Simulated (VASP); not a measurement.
A run of VASP 6.6.1:

Contents of INCAR:

```
  PREC = Accurate
  ENCUT = 500
  EDIFF = 1E-6
  ISMEAR = 0
  SIGMA = 0.1
  LREAL = False
  LASPH = True
  NELM = 120
  ALGO = Normal
  ISIF = 2
  LWAVE = False
  LCHARG = True
  GGA = PE
  LELF = True
  LVHAR = True
  NBANDS = 13
  GGA_COMPAT = False
```

The input KPOINTS:

```
Automatic mesh
0
Gamma
  8 8 8
```

POSCAR

```
Pb
1.0
    0.0000000000      1.9641654309      1.9641654309
    1.9641654309      0.0000000000      1.9641654309
    1.9641654309      1.9641654309      0.0000000000
Pb
1
Direct
    0.0000000000      0.0000000000      0.0000000000
```

Potentials or basis: VASP PAW PBE potentials, release 64 (Pb_d).

Command:

```sh
$ cat potpaw_PBE.64/Pb_d/POTCAR > POTCAR
$ mpirun -np 1 vasp_std > vasp.out
```

Hardware: 1 thread of Intel(R) Xeon(R) Platinum 8375C CPU @ 2.90GHz (Ice Lake), on a shared host.

Problem. Estimate the wall time of this run.

Solution. Run time: 4.8 s on 1 thread of Intel(R) Xeon(R) Platinum 8375C CPU @ 2.90GHz (Ice Lake), on a shared host, peak memory 0.12 GiB. Counts: scf iterations 11, k points 29.
